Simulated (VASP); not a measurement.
# Ge5H2 in VASP: notebook

The runs below take Ge5H2 through single point, with PBE.

Everything below comes from runs of VASP 6.6.1. Logs are shortened: lines on timing, memory, paths and dates and some standing lists are left out, and cuts for length are marked.

## (1) The cell of the first run

The cell holds a slab with vacuum, 28 atoms: a = 8.147 Å, b = 8.147 Å, c = 19.518 Å, α = 90.00°, β = 90.00°, γ = 90.00°.

## (2) Single point, PBE

The input, INCAR:

```
SYSTEM = Ge5H2
PREC = Accurate ; ENCUT = 410
EDIFF = 1E-6 ; ISMEAR = 0
SIGMA = 0.05 ; LREAL = .FALSE.
LASPH = .TRUE. ; NELM = 120
ALGO = Normal ; ISIF = 2
LWAVE = .FALSE. ; LCHARG = .FALSE.
LDIPOL = .TRUE. ; IDIPOL = 3
DIPOL = 0.5 0.5 0.340 ; GGA = PE
NBANDS = 164 ; GGA_COMPAT = .FALSE.
NELMDL = -8
```

The input, KPOINTS:

```
Automatic mesh
0
G
  3 3 1
  0 0 0
```

The input, POSCAR:

```
Ge5H2
1.0
    8.1473826809      0.0000000000      0.0000000000
    0.0000000000      8.1473826809      0.0000000000
    0.0000000000      0.0000000000     19.5175094652
Ge H
20 8
Direct
    0.5000000000      0.5000000000      0.2513865784
    0.5000000000      0.0000000000      0.2513865784
    0.0000000000      0.5000000000      0.2513865784
    0.0000000000      0.0000000000      0.2513865784
    0.7500000000      0.5000000000      0.3251801834
    0.7500000000      0.0000000000      0.3251801834
    0.2500000000      0.5000000000      0.3251801834
    0.2500000000      0.0000000000      0.3251801834
    0.7428936015      0.7483080487      0.3997971071
    0.7428936015      0.2516919513      0.3997971071
    0.2534525306      0.7485437673      0.3947830311
    0.2534525306      0.2514562327      0.3947830311
    0.0011926531      0.7452851331      0.4684500663
    0.0011926531      0.2547148669      0.4684500663
    0.4939133757      0.7253606581      0.4753414139
    0.4939133757      0.2746393419      0.4753414139
    0.0968264971      0.0000000000      0.5216613455
    0.1200245778      0.5000000000      0.5216613455
    0.3950257853      0.0000000000      0.5047039430
    0.4254216812      0.5000000000      0.5624481700
    0.5083944213      0.6502083350      0.2033868863
    0.5083944213      0.3497916650      0.2033868863
    0.5083944213      0.1502083350      0.2033868863
    0.5083944213     -0.1502083350      0.2033868863
   -0.0083944213      0.3497916650      0.2033868863
   -0.0083944213      0.6502083350      0.2033868863
   -0.0083944213     -0.1502083350      0.2033868863
   -0.0083944213      0.1502083350      0.2033868863
```

Potentials or basis: VASP PAW PBE potentials, release 64 (Ge_d, H).

Run with:

```bash
cat potpaw_PBE.64/Ge_d/POTCAR potpaw_PBE.64/H/POTCAR > POTCAR
mpirun -np 1 vasp_std > vasp.out
```

OUTCAR:

```text
SYSTEM = Ge5H2
   PREC = Accurate
   ENCUT = 410
   EDIFF = 1E-6
   ISMEAR = 0
   LREAL = .FALSE.
   LASPH = .TRUE.
   NELM = 120
   ISIF = 2
   GGA = PE
   NELMDL = -8

 ion  position               nearest neighbor table
   1  0.500  0.500  0.251-  21 1.54  22 1.54   5 2.49   7 2.49
   2  0.500  0.000  0.251-  23 1.54  24 1.54   6 2.49   8 2.49
   3  0.000  0.500  0.251-  25 1.54  26 1.54   5 2.49   7 2.49
   4  0.000  0.000  0.251-  27 1.54  28 1.54   6 2.49   8 2.49
   5  0.750  0.500  0.325-   9 2.49  10 2.49   1 2.49   3 2.49
   6  0.750  0.000  0.325-   2 2.49   4 2.49   9 2.52  10 2.52
[... 8 lines left out ...]
  15  0.494  0.725  0.475-  19 2.45   9 2.51  11 2.52  20 2.56
  16  0.494  0.275  0.475-  19 2.45  10 2.51  12 2.52  20 2.56
  17  0.097  0.000  0.522-  13 2.45  14 2.45  19 2.45
  18  0.120  0.500  0.522-  13 2.45  14 2.45  20 2.61
  19  0.395  0.000  0.505-  15 2.45  16 2.45  17 2.45
  20  0.425  0.500  0.562-  15 2.56  16 2.56  18 2.61
  21  0.508  0.650  0.203-   1 1.54
  22  0.508  0.350  0.203-   1 1.54
  23  0.508  0.150  0.203-   2 1.54
  24  0.508  0.850  0.203-   2 1.54
  25  0.992  0.350  0.203-   3 1.54
  26  0.992  0.650  0.203-   3 1.54
  27  0.992  0.850  0.203-   4 1.54
  28  0.992  0.150  0.203-   4 1.54

  LATTYP: Found a simple tetragonal cell.
 ALAT       =     8.1473826809
 C/A-ratio  =     2.3955557545

  Lattice vectors:

 A1 = (   8.1473826809,   0.0000000000,   0.0000000000)
 A2 = (   0.0000000000,   8.1473826809,   0.0000000000)
 A3 = (   0.0000000000,   0.0000000000,  19.5175094652)

Analysis of symmetry for initial positions (statically):
=====================================================================
 Subroutine PRICEL returns:
 Original cell was already a primitive cell.

 Routine SETGRP: Setting up the symmetry group for a
 simple tetragonal supercell.

 Subroutine GETGRP returns: Found  2 space group operations
 (whereof  2 operations were pure point group operations)
 out of a pool of 16 trial point group operations.

The static configuration has the point symmetry C_1h.

Analysis of symmetry for dynamics (positions and initial velocities):
=====================================================================
 Subroutine PRICEL returns:
 Original cell was already a primitive cell.

 Routine SETGRP: Setting up the symmetry group for a
 simple tetragonal supercell.

 Subroutine GETGRP returns: Found  2 space group operations
 (whereof  2 operations were pure point group operations)
 out of a pool of 16 trial point group operations.

The dynamic configuration has the point symmetry C_1h.

 Subroutine INISYM returns: Found  2 space group operations
 (whereof  2 operations are pure point group operations),
 and found     1 'primitive' translations

----------------------------------------------------------------------------------------

                                     Primitive cell

  volume of cell :    1295.5692

  direct lattice vectors                    reciprocal lattice vectors
     8.147382681  0.000000000  0.000000000     0.122738803  0.000000000  0.000000000
     0.000000000  8.147382681  0.000000000     0.000000000  0.122738803  0.000000000
     0.000000000  0.000000000 19.517509465     0.000000000  0.000000000  0.051236045

  length of vectors
     8.147382681  8.147382681 19.517509465     0.122738803  0.122738803  0.051236045

  position of ions in fractional coordinates (direct lattice)
     0.500000000  0.500000000  0.251386578
     0.500000000  0.000000000  0.251386578
     0.000000000  0.500000000  0.251386578
     0.000000000  0.000000000  0.251386578
     0.750000000  0.500000000  0.325180183
     0.750000000  0.000000000  0.325180183
[... 20 lines left out ...]
     0.991605579  0.849791665  0.203386886
     0.991605579  0.150208335  0.203386886

  ion indices of the primitive-cell ions
   primitive index   ion index
                 1           1
                 2           2
                 3           3
                 4           4
                 5           5
                 6           6
[... 20 lines left out ...]
                27          27
                28          28

----------------------------------------------------------------------------------------

 KPOINTS: Automatic mesh

Automatic generation of k-mesh.
 Grid dimensions read from file:
 generate k-points for:    3    3    1

 Generating k-lattice:

  Cartesian coordinates                     Fractional coordinates (reciprocal lattice)
     0.040912934  0.000000000  0.000000000     0.333333333  0.000000000  0.000000000
     0.000000000  0.040912934  0.000000000     0.000000000  0.333333333  0.000000000
     0.000000000  0.000000000  0.051236045     0.000000000  0.000000000  1.000000000

  Length of vectors
     0.040912934  0.040912934  0.051236045

  Shift w.r.t. Gamma in fractional coordinates (k-lattice)
     0.000000000  0.000000000  0.000000000

 Subroutine IBZKPT returns following result:
 ===========================================

 Found      4 irreducible k-points:

 Following reciprocal coordinates:
            Coordinates               Weight
  0.000000  0.000000  0.000000      1.000000
  0.333333  0.000000  0.000000      2.000000
  0.000000  0.333333  0.000000      2.000000
  0.333333  0.333333  0.000000      4.000000
   k-points           NKPTS =      4   k-points in BZ     NKDIM =      4   number of bands    NBANDS=    164
   number of dos      NEDOS =    301   number of ions     NIONS =     28
   total plane-waves  NPLWV = 408240
   dimension x,y,z NGX =    54 NGY =   54 NGZ =  140
   dimension x,y,z NGXF=   108 NGYF=  108 NGZF=  280
   ions per type =              20   8
   NGX,Y,Z   is equivalent  to a cutoff of  11.02, 11.02, 11.92 a.u.
   NGXF,Y,Z  is equivalent  to a cutoff of  22.04, 22.04, 23.85 a.u.
 SYSTEM =  Ge5H2
   PREC   = accura    normal or accurate (medium, high low for compatibility)
   ISTART =      0    job   : 0-new  1-cont  2-samecut
   ICHARG =      2    charge: 1-file 2-atom 10-const
   ISPIN  =      1    spin polarized calculation?
   LNONCOLLINEAR =      F non collinear calculations
   LSORBIT =      F    spin-orbit coupling
   LASPH  =      T    aspherical Exc in radial PAW
   ENCUT  =  410.0 eV  30.13 Ry    5.49 a.u.  13.45 13.45 32.22*2*pi/ulx,y,z
   NELM   =    120;   NELMIN=  2; NELMDL= -8     # of ELM steps
   EDIFF  = 0.1E-05   stopping-criterion for ELM
   LREAL  =      F    real-space projection
   EDIFFG = 0.1E-04   stopping-criterion for IOM
   NSW    =      0    number of steps for IOM
   IBRION =     -1    ionic relax: 0-MD 1-quasi-New 2-CG
   NFREE  =      0    steps in history (QN), initial steepest desc. (CG)
   ISIF   =      2    stress and relaxation
   ISYM   =      2    0-nonsym 1-usesym 2-fastsym
   POTIM  = 0.5000    time-step for ionic-motion
   TEBEG  =    0.0;   TEEND  =   0.0 temperature during run
   PSTRESS=    0.0 pullay stress
   NELECT =     288.0000    total number of electrons
   NUPDOWN=      -1.0000    fix difference up-down
   EMIN   =  10.00;   EMAX   =-10.00  energy-range for DOS
   EFERMI =   0.00;   METHOD = LEGACY
   ISMEAR =     0;   SIGMA  =   0.05  broadening in eV -4-tet -1-fermi 0-gaus
   EFERMI_NEDOS =   21; number of points for ismear=-14 and -15
   IALGO  =     38    algorithm
   IMIX   =      4    mixing-type and parameters
     AMIX     =   0.40;   BMIX     =  1.00
     AMIX_MAG =   1.60;   BMIX_MAG =  1.00
  volume/ion in A,a.u.               =      46.27       312.25
  Fermi-wavevector in a.u.,A,eV,Ry     =   0.991712  1.874063 13.381223  0.983492
  Thomas-Fermi vector in A             =   2.123472
   LORBIT       =      0    0 simple, 1 ext, 2 COOP (PROOUT), +10 PAW based schemes
   GGA     = PE    functional components
   LHFCALC =     F    Hartree Fock is set to
   AEXX    =    0.0000 exact exchange contribution
   IVDW    =     0    specifies the selected vdW correction
   LEPSILON=     F    determine dielectric tensor
   LRPA    =     F    only Hartree local field effects (RPA)
 non-spin polarized calculation
 Gauss-broadening in eV      SIGMA  =   0.05
  energy-cutoff  :      410.00
  volume of cell :     1295.57
 maximum number of plane-waves:     24481
 NGX is ok and might be reduce to    54
   NGX = 27   NGY = 27   NGZ = 65

 number of electron     288.0000294 magnetization

 dipolmoment           0.000000      0.000000     -0.014239 electrons x Angstroem

 Free energy of the ion-electron system (eV)
  ---------------------------------------------------
  ext. energy  EPLUGINS =         0.00000000
  ---------------------------------------------------
  free energy    TOTEN  =      -110.97530238 eV

  energy without entropy =     -110.95543945  energy(sigma->0) =     -110.96537092

 E-fermi :  -1.1221     XC(G=0):  -4.4795

 val. band max:       -1.1308745325   @ k =   0.3333   0.0000   0.0000
 cond. band min:      -1.1192939690   @ k =   0.3333   0.3333   0.0000
 fundamental gap:      0.0115805635
 Fermi energy:        -1.1220764669

 k-point     1 :       0.0000    0.0000    0.0000
  band No.  band energies     occupation
      1     -25.8143      2.00000
      2     -25.8103      2.00000
      3     -25.8052      2.00000
      4     -25.7968      2.00000
      5     -25.7961      2.00000
      6     -25.7857      2.00000
[... 148 lines left out ...]
    155       1.1001      0.00000
    156       1.1766      0.00000

 k-point     2 :       0.3333    0.0000    0.0000
  band No.  band energies     occupation
      1     -25.8151      2.00000
      2     -25.8112      2.00000
      3     -25.8051      2.00000
      4     -25.7976      2.00000
      5     -25.7964      2.00000
      6     -25.7870      2.00000
[... 148 lines left out ...]
    155       1.4954      0.00000
    156       1.5924      0.00000

 k-point     3 :       0.0000    0.3333    0.0000
  band No.  band energies     occupation
      1     -25.8162      2.00000
      2     -25.8102      2.00000
      3     -25.8049      2.00000
      4     -25.7981      2.00000
      5     -25.7977      2.00000
      6     -25.7846      2.00000
[... 148 lines left out ...]
    155       1.4905      0.00000
    156       1.6106      0.00000

 k-point     4 :       0.3333    0.3333    0.0000
  band No.  band energies     occupation
      1     -25.8168      2.00000
      2     -25.8110      2.00000
      3     -25.8047      2.00000
      4     -25.7985      2.00000
      5     -25.7981      2.00000
      6     -25.7859      2.00000
[... 148 lines left out ...]
    155       1.7259      0.00000
    156       1.8601      0.00000
 [bands above 156 left out]

------------------------ aborting loop because EDIFF is reached ----------------------------------------

 vacuum level on the upper side and lower side of the slab       (xc-potential included)        -0.227        -0.136

  FORCE on cell =-STRESS in cart. coord.  units (eV):
  Direction    XX          YY          ZZ          XY          YZ          ZX
  --------------------------------------------------------------------------------------
  -------------------------------------------------------------------------------------
  Total       -4.7050841     11.2186739     -0.6063390      0.0000000      0.0000000      0.0195343
  in kB       -5.8185845     13.8736737     -0.7498346      0.0000000      0.0000000      0.0241572
  external PRESSURE =       2.4350849 kB  Pullay stress =       0.0000000 kB

 VOLUME and BASIS-vectors are now :
 -----------------------------------------------------------------------------
  energy-cutoff  :      410.00
  volume of cell :     1295.57
      direct lattice vectors                 reciprocal lattice vectors
     8.147382681  0.000000000  0.000000000     0.122738803  0.000000000  0.000000000
     0.000000000  8.147382681  0.000000000     0.000000000  0.122738803  0.000000000
     0.000000000  0.000000000 19.517509465     0.000000000  0.000000000  0.051236045

 POSITION                                       TOTAL-FORCE (eV/Angst)
 -----------------------------------------------------------------------------------
      4.07369      4.07369      4.90644        -0.041438      0.000000      0.195145
      4.07369      0.00000      4.90644         0.013410      0.000000      0.175530
      0.00000      4.07369      4.90644         0.006683      0.000000      0.234648
      0.00000      0.00000      4.90644         0.012502      0.000000      0.218444
      6.11054      4.07369      6.34671        -0.031633      0.000000     -0.164162
      6.11054      0.00000      6.34671        -0.105911      0.000000      0.068733
[... 20 lines left out ...]
      8.07899      6.92358      3.96961         0.012700      0.029466      0.055509
      8.07899      1.22380      3.96961         0.012700     -0.029466      0.055509
 -----------------------------------------------------------------------------------
    total drift:                               -0.011960      0.000000     -0.016187

  FREE ENERGIE OF THE ION-ELECTRON SYSTEM (eV)
  ---------------------------------------------------
  free  energy   TOTEN  =      -110.9753023804 eV

  energy  without entropy=     -110.9554394512  energy(sigma->0) =     -110.96537092

 vacuum level on the upper side and lower side of the slab         3.089         3.185
```

It took 71 min on 1 thread of Intel Xeon 8259CL, shared host; peak memory 1 GiB.

Results:

```yaml
Free_energy: -110.9753 eV
Largest_force: 0.997 eV/Å
Band_gap_on_the_k_mesh: zero (bands 144 and 145 overlap by 0.09 eV)
```

Forces in eV/Å, atoms in the order of the input:
```
Ge  -0.041  0.000  0.195
Ge   0.013  0.000  0.176
Ge   0.007  0.000  0.235
Ge   0.013  0.000  0.218
Ge  -0.032  0.000 -0.164
Ge  -0.106  0.000  0.069
Ge   0.121  0.000 -0.990
Ge   0.028  0.000 -0.642
Ge  -0.004  0.006 -0.001
Ge  -0.004 -0.006 -0.001
Ge  -0.001 -0.010 -0.007
Ge  -0.001  0.010 -0.007
Ge  -0.002  0.003 -0.005
Ge  -0.002 -0.003 -0.005
Ge   0.002 -0.002  0.002
Ge   0.002  0.002  0.002
Ge   0.011  0.000  0.560
Ge   0.000  0.000  0.130
Ge  -0.009  0.000  0.000
Ge   0.001  0.000  0.008
H   -0.001 -0.049  0.006
H   -0.001  0.049  0.006
H   -0.023 -0.040  0.037
H   -0.023  0.040  0.037
H    0.013  0.044  0.015
H    0.013 -0.044  0.015
H    0.013  0.029  0.056
H    0.013 -0.029  0.056
```

Levels at points of the mesh, in eV from the Fermi level:
| k point | band 142 | band 143 | band 144 | band 145 | band 146 | band 147 |
| --- | --- | --- | --- | --- | --- | --- |
| (0.00, 0.00, 0.00) | -0.84 | -0.61 | -0.45 | -0.09 | 0.48 | 0.56 |

[end of part 1 of 2]

The gap in the log of VASP goes by the Fermi energy; the results here count the filled bands.